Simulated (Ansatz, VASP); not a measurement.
## AgCl: VASP beside Ansatz

Contents of INCAR:

```
PREC = Accurate
ENCUT = 520
EDIFF = 1E-7
ISMEAR = -1
SIGMA = 0.05
LREAL = False
LASPH = True
NELM = 80
ALGO = Normal
ISIF = 2
LWAVE = False
LCHARG = False
GGA = PS
NBANDS = 16
```

File KPOINTS:

```
Automatic mesh
0
Gamma
  4 4 4
```

File POSCAR:

```
AgCl
1.0
   -0.0002100000      2.7497900000      2.7622600000
    2.7711200000     -0.0580000000      2.8200600000
    2.7084400000      2.7449000000      0.0046800000
Ag Cl
1 1
Direct
    0.9913900000      0.9913900000      0.0064700000
    0.5029000000      0.4882800000      0.5132200000
```

Input for Ansatz:

```yaml
crystal:
  lattice:
    - [-0.00021, 2.74979, 2.76226]
    - [2.77112, -0.058, 2.82006]
    - [2.70844, 2.7449, 0.00468]
  atoms:
    - { symbol: Ag, position: [0.99139, 0.99139, 0.00647] }
    - { symbol: Cl, position: [0.5029, 0.48828, 0.51322] }
basis:
  ecutwfc: 540.0
  xc_grid: 2
kpoints:
  mp_grid:
    grid: [4, 4, 4]
hamiltonian:
  xc: pbesol
scf:
  convergence:
    dr2_threshold: 1.0e-09
  occupations:
    method: fermi_dirac
    width: 0.05
output:
  forces: true
  stress: true
```

Alike in both runs: task single point; functional PBEsol; k mesh 4 × 4 × 4; occupations fermi-dirac, width 0.05 eV; no spin polarisation.

|  | VASP | Ansatz |
| --- | --- | --- |
| version | VASP 6.6.1 | Ansatz 0.2.0 |
| potentials or method | VASP PAW PBE potentials, release 64 (Ag, Cl), cutoff 520 eV | plane waves, PAW |
| valence electrons in the cell | 18 | 26 |

|  | VASP | Ansatz | Ansatz less VASP |
| --- | --- | --- | --- |
| pressure (GPa) | -2.3 | -2.2 | +0.10 |
| traceless stress, the component that is largest in VASP (GPa) | -0.15 | -0.15 | 0.000 |
| rms of the force components (eV/Å) | 0.022 | 0.022 | +0.0002 |

VASP's potentials were made for PBE, not for PBEsol. Atom by atom the forces differ by 0.000 eV/Å (rms over components). With one functional, cell and mesh, what is left measures potentials, basis and numerics. VASP's potentials hold 18 valence electrons a cell and Ansatz's 26, so a difference there can come from the potentials and not from the codes. Ansatz's warnings: stress scf threshold loose.

The k mesh is coarse, so the values compare programs but aren't converged.
